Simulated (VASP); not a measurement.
# SiC (m.gw) (Imm2) in VASP: single point with PBE

Aim: the single point of SiC (m.gw) with PBE.

Program: VASP 6.6.1. These are calculated values, not measurements. Logs are shortened: lines on timing, memory, paths and dates and some standing lists are left out, and cuts for length are marked.

## (1) The cell of the first run

The structure is orthorhombic, space group Imm2 (No. 44). Conventional cell: a = 3.095 Å, b = 3.105 Å, c = 4.391 Å, α = 90.00°, β = 90.00°, γ = 90.00°. Si (site symmetry mm2) has 4 C at 1.90 Å within 2.5 Å. Within 2.5 Å of C (site symmetry mm2) lie 4 Si at 1.90 Å.

## (2) Single point, PBE

File INCAR:

```
SYSTEM = SiC
PREC = Accurate
ENCUT = 600
EDIFF = 1E-6
ISMEAR = 0
SIGMA = 0.01
LREAL = .False.
LASPH = .True.
NELM = 120
ALGO = Normal
ISIF = 2
LWAVE = .False.
LCHARG = .False.
GGA = PE
NBANDS = 16
GGA_COMPAT = .False.
```

File KPOINTS:

```
regular mesh
0
Gamma
  4 4 4
  0 0 0
```

File POSCAR:

```
SiC
1.0
    3.1052302636      0.0000000000      0.0000000000
    0.0000000000      4.3914587530      0.0000000000
    0.0000000000      0.0000000000      3.0945407111
Si C
2 2
Direct
    0.0000000000     -0.0001586011      0.0000000000
    0.5000000000      0.4998413989      0.5000000000
    0.0000000000      0.2501586011      0.5000000000
    0.5000000000      0.7501586011      0.0000000000
```

Potentials or basis: VASP PAW PBE potentials, release 64 (Si, C).

The run is started by

```bash
cat potpaw_PBE.64/Si/POTCAR potpaw_PBE.64/C/POTCAR > POTCAR
mpirun -np 1 vasp_std > vasp.out
```

OUTCAR:

```text
SYSTEM = SiC
   PREC = Accurate
   ENCUT = 600
   EDIFF = 1E-6
   ISMEAR = 0
   LREAL = .False.
   LASPH = .True.
   NELM = 120
   ISIF = 2
   GGA = PE

 ion  position               nearest neighbor table
   1  0.000  1.000  0.000-   3 1.90   3 1.90   4 1.90   4 1.90   2 3.10   2 3.10   2 3.10   2 3.10
                             2 3.10   2 3.10   2 3.10   2 3.10
   2  0.500  0.500  0.500-   4 1.90   4 1.90   3 1.90   3 1.90   1 3.10   1 3.10   1 3.10   1 3.10
                             1 3.10   1 3.10   1 3.10   1 3.10
   3  0.000  0.250  0.500-   1 1.90   1 1.90   2 1.90   2 1.90
   4  0.500  0.750  0.000-   2 1.90   2 1.90   1 1.90   1 1.90

  LATTYP: Found a simple orthorhombic cell.
 ALAT       =     3.0945407111
 B/A-ratio  =     1.0034543260
 C/A-ratio  =     1.4190987171

  Lattice vectors:

 A1 = (   0.0000000000,   0.0000000000,   3.0945407111)
 A2 = (   3.1052302636,   0.0000000000,   0.0000000000)
 A3 = (   0.0000000000,   4.3914587530,   0.0000000000)

Analysis of symmetry for initial positions (statically):
=====================================================================
 Subroutine PRICEL returns following result:

  LATTYP: Found a body centered orthorhombic cell.
 ALAT       =     3.0945407111
 B/A-ratio  =     1.0034543260
 C/A-ratio  =     1.4190987171

  Lattice vectors:

 A1 = (  -1.5526151318,  -2.1957293765,  -1.5472703556)
 A2 = (   1.5526151318,  -2.1957293765,   1.5472703556)
 A3 = (  -1.5526151318,   2.1957293765,   1.5472703556)

   2 primitive cells build up your supercell.

 Routine SETGRP: Setting up the symmetry group for a
 simple orthorhombic supercell.

 Subroutine GETGRP returns: Found  4 space group operations
 (whereof  4 operations were pure point group operations)
 out of a pool of  8 trial point group operations.

The static configuration has the point symmetry C_2v.

Analysis of symmetry for dynamics (positions and initial velocities):
=====================================================================
 Subroutine PRICEL returns following result:

  LATTYP: Found a body centered orthorhombic cell.
 ALAT       =     3.0945407111
 B/A-ratio  =     1.0034543260
 C/A-ratio  =     1.4190987171

  Lattice vectors:

 A1 = (  -1.5526151318,  -2.1957293765,  -1.5472703556)
 A2 = (   1.5526151318,  -2.1957293765,   1.5472703556)
 A3 = (  -1.5526151318,   2.1957293765,   1.5472703556)

   2 primitive cells build up your supercell.

 Routine SETGRP: Setting up the symmetry group for a
 simple orthorhombic supercell.

 Subroutine GETGRP returns: Found  4 space group operations
 (whereof  4 operations were pure point group operations)
 out of a pool of  8 trial point group operations.

The dynamic configuration has the point symmetry C_2v.

 Subroutine INISYM returns: Found  4 space group operations
 (whereof  4 operations are pure point group operations),
 and found     2 'primitive' translations

----------------------------------------------------------------------------------------

                                     Primitive cell

  volume of cell :      21.0993

  direct lattice vectors                    reciprocal lattice vectors
    -1.552615132 -2.195729377 -1.547270356    -0.322037310 -0.227714765  0.000000000
     1.552615132 -2.195729376  1.547270356     0.000000000 -0.227714765  0.323149732
    -1.552615132  2.195729376  1.547270356    -0.322037310  0.000000000  0.323149732

  length of vectors
     3.102561328  3.102561328  3.102561328     0.394413543  0.395322354  0.456216810

  position of ions in fractional coordinates (direct lattice)
     0.000158601  0.000158601  0.000000000
     0.749841399  0.249841399  0.500000000

  ion indices of the primitive-cell ions
   primitive index   ion index
                 1           1
                 2           4

----------------------------------------------------------------------------------------

 KPOINTS: regular mesh

Automatic generation of k-mesh.
 Grid dimensions read from file:
 generate k-points for:    4    4    4

 Generating k-lattice:

  Cartesian coordinates                     Fractional coordinates (reciprocal lattice)
     0.080509327  0.000000000  0.000000000     0.250000000  0.000000000  0.000000000
     0.000000000  0.056928691  0.000000000     0.000000000  0.250000000  0.000000000
     0.000000000  0.000000000  0.080787433     0.000000000  0.000000000  0.250000000

  Length of vectors
     0.080509327  0.056928691  0.080787433

  Shift w.r.t. Gamma in fractional coordinates (k-lattice)
     0.000000000  0.000000000  0.000000000

 Subroutine IBZKPT returns following result:
 ===========================================

 Found     27 irreducible k-points:

 Following reciprocal coordinates:
            Coordinates               Weight
  0.000000  0.000000  0.000000      1.000000
  0.250000  0.000000  0.000000      2.000000
  0.500000  0.000000  0.000000      1.000000
  0.000000  0.250000  0.000000      2.000000
  0.250000  0.250000  0.000000      4.000000
  0.500000  0.250000  0.000000      2.000000
[... 16 lines left out ...]
  0.250000  0.250000  0.500000      4.000000
  0.500000  0.250000  0.500000      2.000000
 [... further k-points ...]
   k-points           NKPTS =     27   k-points in BZ     NKDIM =     27   number of bands    NBANDS=     16
   number of dos      NEDOS =    301   number of ions     NIONS =      4
   total plane-waves  NPLWV =  28224
   dimension x,y,z NGX =    28 NGY =   36 NGZ =   28
   dimension x,y,z NGXF=    56 NGYF=   72 NGZF=   56
   ions per type =               2   2
   NGX,Y,Z   is equivalent  to a cutoff of  14.99, 13.63, 15.04 a.u.
   NGXF,Y,Z  is equivalent  to a cutoff of  29.98, 27.26, 30.08 a.u.
 SYSTEM =  SiC
   PREC   = accura    normal or accurate (medium, high low for compatibility)
   ISTART =      0    job   : 0-new  1-cont  2-samecut
   ICHARG =      2    charge: 1-file 2-atom 10-const
   ISPIN  =      1    spin polarized calculation?
   LNONCOLLINEAR =      F non collinear calculations
   LSORBIT =      F    spin-orbit coupling
   LASPH  =      T    aspherical Exc in radial PAW
   ENCUT  =  600.0 eV  44.10 Ry    6.64 a.u.   6.20  8.77  6.18*2*pi/ulx,y,z
   NELM   =    120;   NELMIN=  2; NELMDL= -5     # of ELM steps
   EDIFF  = 0.1E-05   stopping-criterion for ELM
   LREAL  =      F    real-space projection
   EDIFFG = 0.1E-04   stopping-criterion for IOM
   NSW    =      0    number of steps for IOM
   IBRION =     -1    ionic relax: 0-MD 1-quasi-New 2-CG
   NFREE  =      0    steps in history (QN), initial steepest desc. (CG)
   ISIF   =      2    stress and relaxation
   ISYM   =      2    0-nonsym 1-usesym 2-fastsym
   POTIM  = 0.5000    time-step for ionic-motion
   TEBEG  =    0.0;   TEEND  =   0.0 temperature during run
   PSTRESS=    0.0 pullay stress
   NELECT =      16.0000    total number of electrons
   NUPDOWN=      -1.0000    fix difference up-down
   EMIN   =  10.00;   EMAX   =-10.00  energy-range for DOS
   EFERMI =   0.00;   METHOD = LEGACY
   ISMEAR =     0;   SIGMA  =   0.01  broadening in eV -4-tet -1-fermi 0-gaus
   EFERMI_NEDOS =   21; number of points for ismear=-14 and -15
   IALGO  =     38    algorithm
   IMIX   =      4    mixing-type and parameters
     AMIX     =   0.40;   BMIX     =  1.00
     AMIX_MAG =   1.60;   BMIX_MAG =  1.00
  volume/ion in A,a.u.               =      10.55        71.19
  Fermi-wavevector in a.u.,A,eV,Ry     =   1.184901  2.239137 19.102433  1.403989
  Thomas-Fermi vector in A             =   2.321105
   LORBIT       =      0    0 simple, 1 ext, 2 COOP (PROOUT), +10 PAW based schemes
   GGA     = PE    functional components
   LHFCALC =     F    Hartree Fock is set to
   AEXX    =    0.0000 exact exchange contribution
   IVDW    =     0    specifies the selected vdW correction
   LEPSILON=     F    determine dielectric tensor
   LRPA    =     F    only Hartree local field effects (RPA)
 non-spin polarized calculation
 Gauss-broadening in eV      SIGMA  =   0.01
  energy-cutoff  :      600.00
  volume of cell :       42.20
 maximum number of plane-waves:      1436
 NGX is ok and might be reduce to    28
   NGX = 13   NGY = 17   NGZ = 13

 number of electron      15.9999999 magnetization

 Free energy of the ion-electron system (eV)
  ---------------------------------------------------
  ext. energy  EPLUGINS =         0.00000000
  ---------------------------------------------------
  free energy    TOTEN  =       -30.03850860 eV

  energy without entropy =      -30.03850860  energy(sigma->0) =      -30.03850860

 E-fermi :   8.0562     XC(G=0): -11.2658

 val. band max:        7.9297970837   @ k =   0.0000   0.0000   0.0000
 cond. band min:       9.2629040536   @ k =   0.5000   0.0000   0.5000
 fundamental gap:      1.3331069699
 Fermi energy:         8.0561940033

 k-point     1 :       0.0000    0.0000    0.0000
  band No.  band energies     occupation
      1      -7.3509      2.00000
      2      -2.4270      2.00000
      3       0.1498      2.00000
      4       4.7385      2.00000
      5       4.7981      2.00000
      6       7.8974      2.00000
[... 8 lines left out ...]
     15      21.7092      0.00000
     16      21.7177      0.00000

 k-point     2 :       0.2500    0.0000    0.0000
  band No.  band energies     occupation
      1      -6.5596      2.00000
      2      -2.4368      2.00000
      3       0.6589      2.00000
      4       2.4447      2.00000
      5       5.2108      2.00000
      6       5.3780      2.00000
[... 8 lines left out ...]
     15      19.5518      0.00000
     16      19.5918      0.00000

 k-point     3 :       0.5000    0.0000    0.0000
  band No.  band energies     occupation
      1      -4.3851      2.00000
      2      -4.3851      2.00000
      3       1.9966      2.00000
      4       1.9966      2.00000
      5       3.6021      2.00000
      6       3.6021      2.00000
[... 8 lines left out ...]
     15      17.5671      0.00000
     16      17.5671      0.00000

 k-point     4 :       0.0000    0.2500    0.0000
  band No.  band energies     occupation
      1      -6.9514      2.00000
      2      -3.9658      2.00000
      3       1.9805      2.00000
      4       5.0640      2.00000
      5       5.1219      2.00000
      6       6.7762      2.00000
[... 8 lines left out ...]
     15      19.2736      0.00000
     16      20.5595      0.00000

 k-point     5 :       0.2500    0.2500    0.0000
  band No.  band energies     occupation
      1      -6.1769      2.00000
      2      -3.4784      2.00000
      3       0.8889      2.00000
      4       3.6307      2.00000
      5       3.9810      2.00000
      6       5.6597      2.00000
[... 8 lines left out ...]
     15      18.1794      0.00000
     16      18.2701      0.00000

 k-point     6 :       0.5000    0.2500    0.0000
  band No.  band energies     occupation
      1      -4.1580      2.00000
      2      -4.1580      2.00000
      3       0.4265      2.00000
      4       0.4265      2.00000
      5       5.4923      2.00000
      6       5.4923      2.00000
[... 8 lines left out ...]
     15      18.5205      0.00000
     16      18.5205      0.00000
[... 267 lines left out ...]
 k-point    21 :       0.5000    0.0000    0.5000
  band No.  band energies     occupation
      1      -2.4143      2.00000
      2      -2.4143      2.00000
      3       0.1721      2.00000
      4       0.1721      2.00000
      5       4.7476      2.00000
      6       4.7476      2.00000
[... 8 lines left out ...]
     15      21.7305      0.00000
     16      21.7305      0.00000

 k-point    22 :       0.0000    0.2500    0.5000
  band No.  band energies     occupation
      1      -4.1344      2.00000
      2      -4.1344      2.00000
      3       0.4366      2.00000
      4       0.4366      2.00000
      5       5.4917      2.00000
      6       5.4917      2.00000
[... 8 lines left out ...]
     15      18.5149      0.00000
     16      18.5149      0.00000

 k-point    23 :       0.2500    0.2500    0.5000
  band No.  band energies     occupation
      1      -3.4580      2.00000
      2      -3.4580      2.00000
      3       0.9015      2.00000
      4       0.9015      2.00000
      5       3.9913      2.00000
      6       3.9913      2.00000
[... 8 lines left out ...]
     15      18.2300      0.00000
     16      18.2300      0.00000

 k-point    24 :       0.5000    0.2500    0.5000
  band No.  band energies     occupation
      1      -2.3091      2.00000
      2      -2.3091      2.00000
      3       0.4687      2.00000
      4       0.4687      2.00000
      5       3.8926      2.00000
      6       3.8926      2.00000
[... 8 lines left out ...]
     15      20.9910      0.00000
     16      20.9910      0.00000

 [... further k-points ...]
[... 5 lines left out ...]
  --------------------------------------------------------------------------------------
  -------------------------------------------------------------------------------------
  Total       -0.3103331     -0.6180496      0.1229661      0.0000000      0.0000000      0.0000000
  in kB      -11.7825653    -23.4657863      4.6687137      0.0000000      0.0000000      0.0000000
  external PRESSURE =     -10.1932126 kB  Pullay stress =       0.0000000 kB

 VOLUME and BASIS-vectors are now :
 -----------------------------------------------------------------------------
  energy-cutoff  :      600.00
  volume of cell :       42.20
      direct lattice vectors                 reciprocal lattice vectors
     3.105230264  0.000000000  0.000000000     0.322037310  0.000000000  0.000000000
     0.000000000  4.391458753  0.000000000     0.000000000  0.227714765  0.000000000
     0.000000000  0.000000000  3.094540711     0.000000000  0.000000000  0.323149732

 POSITION                                       TOTAL-FORCE (eV/Angst)
 -----------------------------------------------------------------------------------
      0.00000      4.39076      0.00000        -0.000000      0.001472      0.000000
      1.55262      2.19503      1.54727        -0.000000      0.001472      0.000000
      0.00000      1.09856      1.54727        -0.000000     -0.001472     -0.000000
      1.55262      3.29429      0.00000         0.000000     -0.001472     -0.000000
 -----------------------------------------------------------------------------------
    total drift:                                0.000000      0.000012     -0.000000

  FREE ENERGIE OF THE ION-ELECTRON SYSTEM (eV)
  ---------------------------------------------------
  free  energy   TOTEN  =       -30.0385086028 eV

  energy  without entropy=      -30.0385086028  energy(sigma->0) =      -30.03850860
```

Wall time 16 s (1 thread of Intel Xeon Platinum 8488C (Sapphire Rapids), shared host); peak memory 0.17 GiB.

What came out:

```yaml
Free_energy: -30.0385 eV
Pressure: -1.0 GPa
Band_gap_on_the_k_mesh: 1.33 eV
```

Caveat: the k points lie up to 0.51 Å⁻¹ apart.
